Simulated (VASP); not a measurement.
# Pd (Fm-3m) in VASP: further runs

The runs below take Pd through single point, with revPBE.

Program: VASP 6.6.1. These are calculated values, not measurements. Logs are shortened: lines on timing, memory, paths and dates and some standing lists are left out, and cuts for length are marked.

**1. The cell of the first run**

Symmetry: Fm-3m, No. 225, cubic system. Conventional cell: a = 3.974 Å, b = 3.974 Å, c = 3.974 Å, α = 90.00°, β = 90.00°, γ = 90.00°. Within 3.7 Å of Pd (site symmetry m-3m) lie 12 Pd at 2.81 Å.

**2. Single point, revPBE**

File INCAR:

```
SYSTEM = Pd
PREC     = Accurate       ! precision mode
ENCUT    = 500            ! plane-wave cutoff, eV
EDIFF    = 1E-6           ! SCF threshold, eV
ISMEAR   = -1             ! smearing method
SIGMA    = 0.1            ! smearing width, eV
LREAL    = .FALSE.        ! projectors in reciprocal space
LASPH    = .TRUE.         ! aspherical terms in the spheres
NELM     = 120            ! most SCF steps
ALGO     = Normal         ! electronic algorithm
ISIF     = 2              ! what is computed and relaxed
LWAVE    = .FALSE.        ! write WAVECAR
LCHARG   = .FALSE.        ! write CHGCAR
GGA      = RE             ! functional
NBANDS   = 11             ! bands
GGA_COMPAT= .FALSE.
```

File KPOINTS:

```
Automatic mesh
0
G
  22 22 22
  0 0 0
```

File POSCAR:

```
Pd
1.0
    0.0000000000      1.9869669267      1.9869669267
    1.9869669267      0.0000000000      1.9869669267
    1.9869669267      1.9869669267      0.0000000000
Pd
1
Direct
    0.0000000000      0.0000000000      0.0000000000
```

Potentials or basis: VASP PAW PBE potentials, release 64 (Pd).

Command:

```sh
cat potpaw_PBE.64/Pd/POTCAR > POTCAR
mpirun -np 1 vasp_std > vasp.out
```

OUTCAR:

```text
SYSTEM = Pd
   PREC = Accurate
   ENCUT = 500
   EDIFF = 1E-6
   ISMEAR = -1
   LREAL = .FALSE.
   LASPH = .TRUE.
   NELM = 120
   ISIF = 2
   GGA = RE

 ion  position               nearest neighbor table
   1  0.000  0.000  0.000-

  LATTYP: Found a face centered cubic cell.
 ALAT       =     3.9739338534

  Lattice vectors:

 A1 = (   0.0000000000,   1.9869669267,   1.9869669267)
 A2 = (   1.9869669267,   0.0000000000,   1.9869669267)
 A3 = (   1.9869669267,   1.9869669267,   0.0000000000)

Analysis of symmetry for initial positions (statically):
=====================================================================
 Subroutine PRICEL returns:
 Original cell was already a primitive cell.

 Routine SETGRP: Setting up the symmetry group for a
 face centered cubic supercell.

 Subroutine GETGRP returns: Found 48 space group operations
 (whereof 48 operations were pure point group operations)
 out of a pool of 48 trial point group operations.

The static configuration has the point symmetry O_h .

Analysis of symmetry for dynamics (positions and initial velocities):
=====================================================================
 Subroutine PRICEL returns:
 Original cell was already a primitive cell.

 Routine SETGRP: Setting up the symmetry group for a
 face centered cubic supercell.

 Subroutine GETGRP returns: Found 48 space group operations
 (whereof 48 operations were pure point group operations)
 out of a pool of 48 trial point group operations.

The dynamic configuration has the point symmetry O_h .

 Subroutine INISYM returns: Found 48 space group operations
 (whereof 48 operations are pure point group operations),
 and found     1 'primitive' translations

----------------------------------------------------------------------------------------

                                     Primitive cell

  volume of cell :      15.6892

  direct lattice vectors                    reciprocal lattice vectors
     0.000000000  1.986966927  1.986966927    -0.251639820  0.251639820  0.251639820
     1.986966927  0.000000000  1.986966927     0.251639820 -0.251639820  0.251639820
     1.986966927  1.986966927  0.000000000     0.251639820  0.251639820 -0.251639820

  length of vectors
     2.809995576  2.809995576  2.809995576     0.435852954  0.435852954  0.435852954

  position of ions in fractional coordinates (direct lattice)
     0.000000000  0.000000000  0.000000000

  ion indices of the primitive-cell ions
   primitive index   ion index
                 1           1

----------------------------------------------------------------------------------------

 KPOINTS: Automatic mesh

Automatic generation of k-mesh.
 Grid dimensions read from file:
 generate k-points for:   22   22   22

 Generating k-lattice:

  Cartesian coordinates                     Fractional coordinates (reciprocal lattice)
    -0.011438174  0.011438174  0.011438174     0.045454545  0.000000000  0.000000000
     0.011438174 -0.011438174  0.011438174     0.000000000  0.045454545  0.000000000
     0.011438174  0.011438174 -0.011438174     0.000000000  0.000000000  0.045454545

  Length of vectors
     0.019811498  0.019811498  0.019811498

  Shift w.r.t. Gamma in fractional coordinates (k-lattice)
     0.000000000  0.000000000  0.000000000

 Subroutine IBZKPT returns following result:
 ===========================================

 Found    328 irreducible k-points:

 Following reciprocal coordinates:
            Coordinates               Weight
  0.000000  0.000000  0.000000      1.000000
  0.045455  0.000000  0.000000      8.000000
  0.090909  0.000000  0.000000      8.000000
  0.136364  0.000000  0.000000      8.000000
  0.181818  0.000000  0.000000      8.000000
  0.227273  0.000000  0.000000      8.000000
[... 16 lines left out ...]
  0.500000  0.045455  0.000000     24.000000
 -0.454545  0.045455  0.000000     24.000000
 [... further k-points ...]
   k-points           NKPTS =    328   k-points in BZ     NKDIM =    328   number of bands    NBANDS=     11
   number of dos      NEDOS =    301   number of ions     NIONS =      1
   total plane-waves  NPLWV =   8000
   dimension x,y,z NGX =    20 NGY =   20 NGZ =   20
   dimension x,y,z NGXF=    40 NGYF=   40 NGZF=   40
   ions per type =               1
   NGX,Y,Z   is equivalent  to a cutoff of  11.83, 11.83, 11.83 a.u.
   NGXF,Y,Z  is equivalent  to a cutoff of  23.66, 23.66, 23.66 a.u.
 SYSTEM =  Pd
   PREC   = accura    normal or accurate (medium, high low for compatibility)
   ISTART =      0    job   : 0-new  1-cont  2-samecut
   ICHARG =      2    charge: 1-file 2-atom 10-const
   ISPIN  =      1    spin polarized calculation?
   LNONCOLLINEAR =      F non collinear calculations
   LSORBIT =      F    spin-orbit coupling
   LASPH  =      T    aspherical Exc in radial PAW
   ENCUT  =  500.0 eV  36.75 Ry    6.06 a.u.   5.12  5.12  5.12*2*pi/ulx,y,z
   NELM   =    120;   NELMIN=  2; NELMDL= -5     # of ELM steps
   EDIFF  = 0.1E-05   stopping-criterion for ELM
   LREAL  =      F    real-space projection
   EDIFFG = 0.1E-04   stopping-criterion for IOM
   NSW    =      0    number of steps for IOM
   IBRION =     -1    ionic relax: 0-MD 1-quasi-New 2-CG
   NFREE  =      0    steps in history (QN), initial steepest desc. (CG)
   ISIF   =      2    stress and relaxation
   ISYM   =      2    0-nonsym 1-usesym 2-fastsym
   POTIM  = 0.5000    time-step for ionic-motion
   TEBEG  =    0.0;   TEEND  =   0.0 temperature during run
   PSTRESS=    0.0 pullay stress
   NELECT =      10.0000    total number of electrons
   NUPDOWN=      -1.0000    fix difference up-down
   EMIN   =  10.00;   EMAX   =-10.00  energy-range for DOS
   EFERMI =   0.00;   METHOD = LEGACY
   ISMEAR =    -1;   SIGMA  =   0.10  broadening in eV -4-tet -1-fermi 0-gaus
   EFERMI_NEDOS =   21; number of points for ismear=-14 and -15
   IALGO  =     38    algorithm
   IMIX   =      4    mixing-type and parameters
     AMIX     =   0.40;   BMIX     =  1.00
     AMIX_MAG =   1.60;   BMIX_MAG =  1.00
  volume/ion in A,a.u.               =      15.69       105.88
  Fermi-wavevector in a.u.,A,eV,Ry     =   1.408881  2.662398 27.006811  1.984945
  Thomas-Fermi vector in A             =   2.530993
   LORBIT       =      0    0 simple, 1 ext, 2 COOP (PROOUT), +10 PAW based schemes
   GGA     = RE    functional components
   LHFCALC =     F    Hartree Fock is set to
   AEXX    =    0.0000 exact exchange contribution
   IVDW    =     0    specifies the selected vdW correction
   LEPSILON=     F    determine dielectric tensor
   LRPA    =     F    only Hartree local field effects (RPA)
 non-spin polarized calculation
  energy-cutoff  :      500.00
  volume of cell :       15.69
 maximum number of plane-waves:       411
   NGX = 11   NGY = 11   NGZ = 11

 number of electron      10.0000000 magnetization

 number of electron       9.9999999 magnetization

 Free energy of the ion-electron system (eV)
  ---------------------------------------------------
  ext. energy  EPLUGINS =         0.00000000
  ---------------------------------------------------
  free energy    TOTEN  =        -4.78157691 eV

  energy without entropy =       -4.71360928  energy(sigma->0) =       -4.74759310

 E-fermi :   8.8834     XC(G=0): -12.7228

 val. band max:        8.8792368667   @ k =  -0.4545   0.3182   0.0455
 cond. band min:       8.8845743831   @ k =   0.5000   0.3182   0.0455
 fundamental gap:      0.0053375164
 Fermi energy:         8.8834307851

 k-point     1 :       0.0000    0.0000    0.0000
  band No.  band energies     occupation
      1       2.2148      2.00000
      2       6.2917      2.00000
      3       6.2917      2.00000
      4       6.2917      2.00000
      5       7.7378      1.99998
      6       7.7378      1.99998
      7      25.9979      0.00000
      8      30.4444      0.00000
      9      30.4444      0.00000
     10      30.4444      0.00000
     11      35.1905      0.00000

 k-point     2 :       0.0455    0.0000    0.0000
  band No.  band energies     occupation
      1       2.2863      2.00000
      2       6.2675      2.00000
      3       6.3159      2.00000
      4       6.3159      2.00000
      5       7.7264      1.99998
      6       7.7264      1.99998
      7      26.0658      0.00000
      8      29.9090      0.00000
      9      30.5182      0.00000
     10      30.5182      0.00000
     11      35.3879      0.00000

 k-point     3 :       0.0909    0.0000    0.0000
  band No.  band energies     occupation
      1       2.4960      2.00000
      2       6.2028      2.00000
      3       6.3823      2.00000
      4       6.3823      2.00000
      5       7.6989      1.99999
      6       7.6989      1.99999
      7      26.2260      0.00000
      8      28.7380      0.00000
      9      30.7301      0.00000
     10      30.7301      0.00000
     11      35.5391      0.00000

 k-point     4 :       0.1364    0.0000    0.0000
  band No.  band energies     occupation
      1       2.8272      2.00000
      2       6.1230      2.00000
      3       6.4707      2.00000
      4       6.4707      2.00000
      5       7.6772      1.99999
      6       7.6772      1.99999
      7      26.2216      0.00000
      8      27.5440      0.00000
      9      31.0489      0.00000
     10      31.0489      0.00000
     11      34.9558      0.00000
[... 239 lines left out ...]
 k-point    22 :       0.4545    0.0455    0.0000
  band No.  band energies     occupation
      1       4.1083      2.00000
      2       6.2364      2.00000
      3       6.3236      2.00000
      4       8.3058      1.99382
      5       8.7941      1.41896
      6       9.8589      0.00012
      7      16.5154      0.00000
      8      25.4956      0.00000
      9      29.1668      0.00000
     10      29.5037      0.00000
     11      35.2873      0.00000

 k-point    23 :       0.5000    0.0455    0.0000
  band No.  band energies     occupation
      1       4.0875      2.00000
      2       6.2137      2.00000
      3       6.2924      2.00000
      4       8.4826      1.96433
      5       8.8262      1.27837
      6      10.3653      0.00000
      7      15.7821      0.00000
      8      25.3782      0.00000
      9      29.0974      0.00000
     10      29.1767      0.00000
     11      35.3216      0.00000

 k-point    24 :      -0.4545    0.0455    0.0000
  band No.  band energies     occupation
      1       4.0924      2.00000
      2       6.2246      2.00000
      3       6.2921      2.00000
      4       8.4916      1.96102
      5       8.7640      1.53517
      6      10.2615      0.00000
      7      15.9424      0.00000
      8      25.3975      0.00000
      9      28.9402      0.00000
     10      29.4380      0.00000
     11      35.2957      0.00000

 [... further k-points ...]

------------------------ aborting loop because EDIFF is reached ----------------------------------------

  FORCE on cell =-STRESS in cart. coord.  units (eV):
  Direction    XX          YY          ZZ          XY          YZ          ZX
  --------------------------------------------------------------------------------------
  -------------------------------------------------------------------------------------
  Total       -0.0319288     -0.0319288     -0.0319288      0.0000000      0.0000000     -0.0000000
  in kB       -3.2605514     -3.2605514     -3.2605514      0.0000000      0.0000000     -0.0000000
  external PRESSURE =      -3.2605514 kB  Pullay stress =       0.0000000 kB

 VOLUME and BASIS-vectors are now :
 -----------------------------------------------------------------------------
  energy-cutoff  :      500.00
  volume of cell :       15.69
      direct lattice vectors                 reciprocal lattice vectors
     0.000000000  1.986966927  1.986966927    -0.251639820  0.251639820  0.251639820
     1.986966927  0.000000000  1.986966927     0.251639820 -0.251639820  0.251639820
     1.986966927  1.986966927  0.000000000     0.251639820  0.251639820 -0.251639820

 POSITION                                       TOTAL-FORCE (eV/Angst)
 -----------------------------------------------------------------------------------
      0.00000      0.00000      0.00000        -0.000000      0.000000      0.000000
 -----------------------------------------------------------------------------------
    total drift:                                0.000000      0.000000      0.000000

  FREE ENERGIE OF THE ION-ELECTRON SYSTEM (eV)
  ---------------------------------------------------
  free  energy   TOTEN  =        -4.7815769115 eV

  energy  without entropy=       -4.7136092805  energy(sigma->0) =       -4.74759310
```

Wall time 30 s (1 thread of Intel Xeon 6975P-C (Granite Rapids), shared host); peak memory 0.17 GiB.

What came out:

- Free energy: -4.7816 eV
- Pressure: -0.3 GPa
- Band gap on the k mesh: zero (band 5 reaches 9.11 eV, above the bottom of band 6 at 7.68 eV)

Caveat: the PAW data sets were made with another functional, which shifts forces and pressure a little.

**3. Single point, revPBE (volume scaled by 1.04)**

File INCAR:

```
  PREC = Accurate
  ENCUT = 500
  EDIFF = 1E-6
  ISMEAR = -1
  SIGMA = 0.1
  LREAL = False
  LASPH = True
  NELM = 120
  ALGO = Normal
  ISIF = 2
  LWAVE = False
  LCHARG = False
  GGA = RE
  NBANDS = 11
  GGA_COMPAT = False
```

File KPOINTS:

```
Automatic mesh
0
Gamma
  22 22 22
```

File POSCAR:

```
Pd
1.0
    0.0000000000      2.0131142269      2.0131142269
    2.0131142269      0.0000000000      2.0131142269
    2.0131142269      2.0131142269      0.0000000000
Pd
1
Direct
    0.0000000000      0.0000000000      0.0000000000
```

Potentials or basis: VASP PAW PBE potentials, release 64 (Pd).

Command:

```sh
cat potpaw_PBE.64/Pd/POTCAR > POTCAR
mpirun -np 1 vasp_std > vasp.out
```

Wall time 31 s (1 thread of Intel Xeon 6975P-C (Granite Rapids), shared host); peak memory 0.18 GiB.

The run converged. Its results:

```
Free energy            : -4.7697 eV
Pressure               : -5.6 GPa
Band gap on the k mesh : zero (band 5 reaches 8.49 eV, above the bottom of band 6 at 7.15 eV)
```

Levels at points of the mesh, in eV from the Fermi level:
| k point | band 3 | band 4 | band 5 | band 6 | band 7 | band 8 |
| --- | --- | --- | --- | --- | --- | --- |
| (0.00, 0.00, 0.00) | -2.43 | -2.43 | -1.08 | -1.08 | 17.06 | 21.29 |
| (0.50, 0.00, 0.00) | -2.47 | -0.06 | -0.06 | 1.23 | 6.56 | 16.39 |
| (0.50, 0.50, 0.00) | -0.09 | 0.20 | 0.20 | 3.36 | 9.77 | 12.67 |

Caveat: the PAW data sets were made with another functional, which shifts forces and pressure a little.

(Continued in part 2 of 3.)
